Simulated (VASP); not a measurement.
# Si: single point with r2SCAN

Si:

```
CELL_PARAMETERS angstrom
2.56376 0.00000 0.00000
-1.28188 2.22028 0.00000
0.00000 0.00000 8.51630
ATOMIC_POSITIONS crystal
Si 0.00000 0.00000 0.00000
Si 0.00000 0.00000 0.50000
Si 0.33333 0.66667 0.25000
Si 0.66667 0.33333 0.75000
```

This isn't the form of Si at room conditions, which is diamond.

```
Program             : VASP 6.6.1
Task                : single point
Functional          : r2SCAN
Potentials or basis : VASP PAW PBE potentials, release 64 (Si)
Cutoff              : 520 eV
k mesh              : 15 × 15 × 4
Occupations         : fermi-dirac, width 0.1 eV
Spin                : no spin polarisation
```

```json
{
  "Pressure": "15.3 GPa",
  "Band gap on the k mesh": "zero (bands 8 and 9 overlap by 14.98 eV)"
}
```

Stress tensor (GPa, compression positive):
```
14.36  0.00  0.00
 0.00 14.36  0.00
 0.00  0.00 17.32
```

Levels at points of the mesh, in eV from the Fermi level:
```
           k point  band 6  band 7  band 8  band 9  band 10  band 11
(0.00, 0.00, 0.00)    1.09    1.09   10.75   10.75    11.13    11.13
(0.00, 0.00, 0.50)   -4.32    7.20    7.20   11.11    11.11    11.11
```

Run time: 110 s on 1 thread of Intel(R) Xeon(R) Platinum 8488C (Sapphire Rapids), on a shared host, peak memory 0.19 GiB.

Caveat: the cell stands under pressure; the PAW data sets were made with another functional, which shifts forces and pressure a little.
